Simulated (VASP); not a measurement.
# H14CO7 in VASP: single point with PBE+D3(BJ)

Aim: the single point of H14CO7 with PBE+D3(BJ).

Everything below comes from runs of VASP 6.6.1. Logs are shortened: lines on timing, memory, paths and dates and some standing lists are left out, and cuts for length are marked.

### 1 The cell of the first run

The cell holds a disordered packing, 22 atoms: a = 6.792 Å, b = 6.792 Å, c = 6.792 Å, α = 90.00°, β = 90.00°, γ = 90.00°.

### 2 Single point, PBE+D3(BJ)

The input, INCAR:

```
PREC     = Accurate       # precision mode
ENCUT    = 1000           # plane-wave cutoff, eV
EDIFF    = 1E-6           # SCF threshold, eV
ISMEAR   = -1             # smearing method
SIGMA    = 0.02           # smearing width, eV
LREAL    = Auto         
LASPH    = True           # aspherical terms in the spheres
NELM     = 120            # most SCF steps
ALGO     = Normal         # electronic algorithm
ISIF     = 2              # what is computed and relaxed
LWAVE    = False          # write WAVECAR
LCHARG   = False          # write CHGCAR
GGA      = PE             # functional
IVDW     = 12             # dispersion correction
NBANDS   = 47             # bands
GGA_COMPAT= False
```

The input, KPOINTS:

```
Automatic mesh
0
Gamma
  1 1 1
```

The input, POSCAR:

```
H14CO7
1.0
    6.7918300000      0.0000000000      0.0000000000
    0.0000000000      6.7918300000      0.0000000000
    0.0000000000      0.0000000000      6.7918300000
O H C
7 14 1
Direct
    0.3085471810      0.7670244986      0.7123117039
    0.4537657745      0.2967241524      0.9669117160
    0.7122086389      0.5337294956      0.4713015491
    0.6387085660      0.1783024605      0.3079287909
    0.0652990431      0.4477585570      0.6944078400
    0.3056760844      0.1468676336      0.5683593376
    0.7545536328      0.8342081589      1.0820942220
    0.2244755832      0.6509585782      0.6884595168
    0.3691788516      0.7232513181      0.8313812330
    0.3113299361      0.3139507320      0.9573119469
    0.4748204828      0.1907586026      0.8759642099
    0.5856742586      0.6014432046      0.4797970503
    0.6977353673      0.4250253614      0.3795589701
    0.5508235630      0.2334864094      0.2035681105
    0.7288462756      0.0797134204      0.2455891858
   -0.0615003615      0.4736867678      0.6425072477
    0.1276975425      0.3367428219      0.6275775454
    0.4420163638      0.1786705498      0.5254842951
    0.3144660570      0.0101298177      0.6140613060
    0.8475918861      0.5803443255      0.9550445167
    1.0075929462      0.6795517556      1.1799176363
    0.8740354220      0.6966752701      1.0738048508
```

Potentials or basis: VASP PAW PBE potentials, release 64 (O_h, H_h, C_h).

The run is started by

```sh
$ cat potpaw_PBE.64/O_h/POTCAR potpaw_PBE.64/H_h/POTCAR potpaw_PBE.64/C_h/POTCAR > POTCAR
$ mpirun -np 1 vasp_gam > vasp.out
```

OUTCAR:

```text
PREC = Accurate
   ENCUT = 1000
   EDIFF = 1E-6
   ISMEAR = -1
   LREAL = Auto
   LASPH = True
   NELM = 120
   ISIF = 2
   GGA = PE
   IVDW = 12
 IVDW          = 12

 ion  position               nearest neighbor table
   1  0.309  0.767  0.712-   9 0.95   8 0.99
   2  0.454  0.297  0.967-  11 0.96  10 0.98
   3  0.712  0.534  0.471-  13 0.97  12 0.98
   4  0.639  0.178  0.308-  14 1.00  15 1.00
   5  0.065  0.448  0.694-  16 0.95  17 0.98
   6  0.306  0.147  0.568-  19 0.98  18 0.99
   7  0.755  0.834  0.082-  22 1.24
   8  0.224  0.651  0.688-   1 0.99
   9  0.369  0.723  0.831-   1 0.95
  10  0.311  0.314  0.957-   2 0.98
  11  0.475  0.191  0.876-   2 0.96
  12  0.586  0.601  0.480-   3 0.98
  13  0.698  0.425  0.380-   3 0.97
  14  0.551  0.233  0.204-   4 1.00
  15  0.729  0.080  0.246-   4 1.00
  16  0.938  0.474  0.643-   5 0.95
  17  0.128  0.337  0.628-   5 0.98
  18  0.442  0.179  0.525-   6 0.99
  19  0.314  0.010  0.614-   6 0.98
  20  0.848  0.580  0.955-  22 1.14
  21  0.008  0.680  0.180-  22 1.16
  22  0.874  0.697  0.074-  20 1.14  21 1.16   7 1.24

  LATTYP: Found a simple cubic cell.
 ALAT       =     6.7918300000

  Lattice vectors:

 A1 = (   6.7918300000,   0.0000000000,   0.0000000000)
 A2 = (   0.0000000000,   6.7918300000,   0.0000000000)
 A3 = (   0.0000000000,   0.0000000000,   6.7918300000)

Analysis of symmetry for initial positions (statically):
=====================================================================
 Subroutine PRICEL returns:
 Original cell was already a primitive cell.

 Routine SETGRP: Setting up the symmetry group for a
 simple cubic supercell.

 Subroutine GETGRP returns: Found  1 space group operations
 (whereof  1 operations were pure point group operations)
 out of a pool of 48 trial point group operations.

The static configuration has the point symmetry C_1 .

Analysis of symmetry for dynamics (positions and initial velocities):
=====================================================================
 Subroutine PRICEL returns:
 Original cell was already a primitive cell.

 Routine SETGRP: Setting up the symmetry group for a
 simple cubic supercell.

 Subroutine GETGRP returns: Found  1 space group operations
 (whereof  1 operations were pure point group operations)
 out of a pool of 48 trial point group operations.

The dynamic configuration has the point symmetry C_1 .

 Subroutine INISYM returns: Found  1 space group operations
 (whereof  1 operations are pure point group operations),
 and found     1 'primitive' translations

----------------------------------------------------------------------------------------

                                     Primitive cell

  volume of cell :     313.3000

  direct lattice vectors                    reciprocal lattice vectors
     6.791830000  0.000000000  0.000000000     0.147235723  0.000000000  0.000000000
     0.000000000  6.791830000  0.000000000     0.000000000  0.147235723  0.000000000
     0.000000000  0.000000000  6.791830000     0.000000000  0.000000000  0.147235723

  length of vectors
     6.791830000  6.791830000  6.791830000     0.147235723  0.147235723  0.147235723

  position of ions in fractional coordinates (direct lattice)
     0.308547181  0.767024499  0.712311704
     0.453765774  0.296724152  0.966911716
     0.712208639  0.533729496  0.471301549
     0.638708566  0.178302460  0.307928791
     0.065299043  0.447758557  0.694407840
     0.305676084  0.146867634  0.568359338
[... 14 lines left out ...]
     0.007592946  0.679551756  0.179917636
     0.874035422  0.696675270  0.073804851

  ion indices of the primitive-cell ions
   primitive index   ion index
                 1           1
                 2           2
                 3           3
                 4           4
                 5           5
                 6           6
[... 14 lines left out ...]
                21          21
                22          22

----------------------------------------------------------------------------------------

 KPOINTS: Automatic mesh

Automatic generation of k-mesh.
 Grid dimensions read from file:
 generate k-points for:    1    1    1

 Generating k-lattice:

  Cartesian coordinates                     Fractional coordinates (reciprocal lattice)
     0.147235723  0.000000000  0.000000000     1.000000000  0.000000000  0.000000000
     0.000000000  0.147235723  0.000000000     0.000000000  1.000000000  0.000000000
     0.000000000  0.000000000  0.147235723     0.000000000  0.000000000  1.000000000

  Length of vectors
     0.147235723  0.147235723  0.147235723

  Shift w.r.t. Gamma in fractional coordinates (k-lattice)
     0.000000000  0.000000000  0.000000000

 Subroutine IBZKPT returns following result:
 ===========================================

 Found      1 irreducible k-points:

 Following reciprocal coordinates:
            Coordinates               Weight
  0.000000  0.000000  0.000000      1.000000
   k-points           NKPTS =      1   k-points in BZ     NKDIM =      1   number of bands    NBANDS=     47
   number of dos      NEDOS =    301   number of ions     NIONS =     22
   total plane-waves  NPLWV = 343000
   dimension x,y,z NGX =    70 NGY =   70 NGZ =   70
   dimension x,y,z NGXF=   140 NGYF=  140 NGZF=  140
   ions per type =               7  14   1
   NGX,Y,Z   is equivalent  to a cutoff of  17.13, 17.13, 17.13 a.u.
   NGXF,Y,Z  is equivalent  to a cutoff of  34.27, 34.27, 34.27 a.u.
 SYSTEM =  unknown system
   PREC   = accura    normal or accurate (medium, high low for compatibility)
   ISTART =      0    job   : 0-new  1-cont  2-samecut
   ICHARG =      2    charge: 1-file 2-atom 10-const
   ISPIN  =      1    spin polarized calculation?
   LNONCOLLINEAR =      F non collinear calculations
   LSORBIT =      F    spin-orbit coupling
   LASPH  =      T    aspherical Exc in radial PAW
   ENCUT  = 1000.0 eV  73.50 Ry    8.57 a.u.  17.51 17.51 17.51*2*pi/ulx,y,z
   NELM   =    120;   NELMIN=  2; NELMDL= -5     # of ELM steps
   EDIFF  = 0.1E-05   stopping-criterion for ELM
   LREAL  =      T    real-space projection
   EDIFFG = 0.1E-04   stopping-criterion for IOM
   NSW    =      0    number of steps for IOM
   IBRION =     -1    ionic relax: 0-MD 1-quasi-New 2-CG
   NFREE  =      0    steps in history (QN), initial steepest desc. (CG)
   ISIF   =      2    stress and relaxation
   ISYM   =      2    0-nonsym 1-usesym 2-fastsym
   POTIM  = 0.5000    time-step for ionic-motion
   TEBEG  =    0.0;   TEEND  =   0.0 temperature during run
   PSTRESS=    0.0 pullay stress
   NELECT =      60.0000    total number of electrons
   NUPDOWN=      -1.0000    fix difference up-down
   EMIN   =  10.00;   EMAX   =-10.00  energy-range for DOS
   EFERMI =   0.00;   METHOD = LEGACY
   ISMEAR =    -1;   SIGMA  =   0.02  broadening in eV -4-tet -1-fermi 0-gaus
   EFERMI_NEDOS =   21; number of points for ismear=-14 and -15
   IALGO  =     38    algorithm
   IMIX   =      4    mixing-type and parameters
     AMIX     =   0.40;   BMIX     =  1.00
     AMIX_MAG =   1.60;   BMIX_MAG =  1.00
  volume/ion in A,a.u.               =      14.24        96.10
  Fermi-wavevector in a.u.,A,eV,Ry     =   0.943637  1.783216 12.115327  0.890451
  Thomas-Fermi vector in A             =   2.071364
   LORBIT       =      0    0 simple, 1 ext, 2 COOP (PROOUT), +10 PAW based schemes
   GGA     = PE    functional components
   LHFCALC =     F    Hartree Fock is set to
   AEXX    =    0.0000 exact exchange contribution
   IVDW    =    12    specifies the selected vdW correction
   LEPSILON=     F    determine dielectric tensor
   LRPA    =     F    only Hartree local field effects (RPA)
 non-spin polarized calculation
  energy-cutoff  :     1000.00
  volume of cell :      313.30
 maximum number of plane-waves:     11288
 NGX is ok and might be reduce to    70
   NGX = 35   NGY = 35   NGZ = 35

 number of electron      60.0000000 magnetization

 Free energy of the ion-electron system (eV)
  ---------------------------------------------------
  ext. energy  EPLUGINS =         0.00000000
  ---------------------------------------------------
  free energy    TOTEN  =      -110.12297285 eV

  energy without entropy =     -110.12297285  energy(sigma->0) =     -110.12297285

 E-fermi :  -3.4250     XC(G=0):  -5.6527

 val. band max:       -3.8995685249   @ k =   0.0000   0.0000   0.0000
 cond. band min:      -0.2957808424   @ k =   0.0000   0.0000   0.0000
 fundamental gap:      3.6037876825
 Fermi energy:        -3.4250232207

 k-point     1 :       0.0000    0.0000    0.0000
  band No.  band energies     occupation
      1     -23.9237      2.00000
      2     -23.3070      2.00000
      3     -22.9299      2.00000
      4     -22.5584      2.00000
      5     -22.4261      2.00000
      6     -22.2100      2.00000
[... 34 lines left out ...]
     41       5.6137      0.00000
     42       5.9457      0.00000
 [bands above 42 left out]

------------------------ aborting loop because EDIFF is reached ----------------------------------------

 Edisp (eV)   -0.56764

 E8    (eV) :    -0.1185

  FORCE on cell =-STRESS in cart. coord.  units (eV):
  Direction    XX          YY          ZZ          XY          YZ          ZX
  --------------------------------------------------------------------------------------
  -------------------------------------------------------------------------------------
  Total      -3.38718    -1.11860    -0.04666     2.13314     0.80774     0.15713
  in kB     -17.32164    -5.72036    -0.23864    10.90859     4.13070     0.80353
  external pressure =       -7.76 kB  Pullay stress =        0.00 kB

 VOLUME and BASIS-vectors are now :
 -----------------------------------------------------------------------------
  energy-cutoff  :     1000.00
  volume of cell :      313.30
      direct lattice vectors                 reciprocal lattice vectors
     6.791830000  0.000000000  0.000000000     0.147235723  0.000000000  0.000000000
     0.000000000  6.791830000  0.000000000     0.000000000  0.147235723  0.000000000
     0.000000000  0.000000000  6.791830000     0.000000000  0.000000000  0.147235723

 POSITION                                       TOTAL-FORCE (eV/Angst)
 -----------------------------------------------------------------------------------
      2.09560      5.20950      4.83790        -0.034845     -0.086762     -0.368865
      3.08190      2.01530      6.56710        -0.502075      0.594873      0.586343
      4.83720      3.62500      3.20100         0.107814      0.895793      0.483373
      4.33800      1.21100      2.09140         0.385568      0.008178     -0.313806
      0.44350      3.04110      4.71630         1.523689      0.200534      1.076961
      2.07610      0.99750      3.86020         0.846865      0.426790     -0.004718
[... 14 lines left out ...]
      0.05157      4.61540      1.22197        -1.065974      0.274534     -0.865777
      5.93630      4.73170      0.50127        -0.903045      0.458880     -0.145326
 -----------------------------------------------------------------------------------
    total drift:                               -0.001767      0.001881      0.000883

  FREE ENERGIE OF THE ION-ELECTRON SYSTEM (eV)
  ---------------------------------------------------
  free  energy   TOTEN  =      -110.6906178316 eV

  energy  without entropy=     -110.6906178315  energy(sigma->0) =     -110.69061783
```

Wall time 60 s (1 thread of Intel Xeon Platinum 8375C at 2.90GHz (Ice Lake), shared host); peak memory 0.63 GiB.

What came out:

| Property | Result |
| --- | --- |
| Free energy | -110.6906 eV |
| Pressure | -0.8 GPa |
| Largest force | 1.877 eV/Å |
| Dispersion energy per atom | -0.026 eV |

Forces in eV/Å, atoms in the order of the input:
```
O   -0.035 -0.087 -0.369
O   -0.502  0.595  0.586
O    0.108  0.896  0.483
O    0.386  0.008 -0.314
O    1.524  0.201  1.077
O    0.847  0.427 -0.005
O    1.446 -0.967  0.177
H   -0.641 -0.137 -0.403
H    0.768  0.161  0.787
H    0.112  0.109 -0.025
H    0.202 -0.466 -0.547
H    0.264 -0.134  0.051
H   -0.178 -0.716 -0.076
H    0.509 -0.757 -0.151
H   -0.960  0.559  0.187
H   -1.462  0.128 -0.949
H    0.059 -0.417 -0.202
H   -0.691 -0.283 -0.185
H   -0.254 -0.271  0.015
H    0.467  0.418  0.872
H   -1.066  0.275 -0.866
C   -0.903  0.459 -0.145
```

Caveat: the k points lie up to 0.93 Å⁻¹ apart, too coarse for converged energies, forces and pressures; the atoms stand as in a frame of molecular dynamics.
